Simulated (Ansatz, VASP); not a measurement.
## Au in VASP and in Ansatz

```
Au
1.0
     0.00000    2.97555    2.97555
     2.97555    0.00000    2.97555
     2.97555    2.97555    0.00000
Au
2
Direct
  0.87500 0.87500 0.87500
  0.12500 0.12500 0.12500
```

Alike in both runs: task single point; functional LDA; k mesh 12 × 12 × 12; occupations fermi-dirac, width 0.1 eV; no spin polarisation.

```csv
,VASP,Ansatz
version,VASP 6.6.1,Ansatz 0.2.0
potentials or method,"VASP PAW LDA potentials, release 64 (Au), cutoff 520 eV","all-electron LAPW, scalar-relativistic"
```

|  | VASP | Ansatz | Ansatz less VASP |
| --- | --- | --- | --- |
| pressure (GPa) | 0.3 | 0.0 | -0.25 |

LDA's correlation is that of Perdew and Zunger in VASP and of Perdew and Wang (1992) in Ansatz. Ansatz ran all-electron here, and VASP with PAW potentials.

Spin-orbit coupling is off throughout.
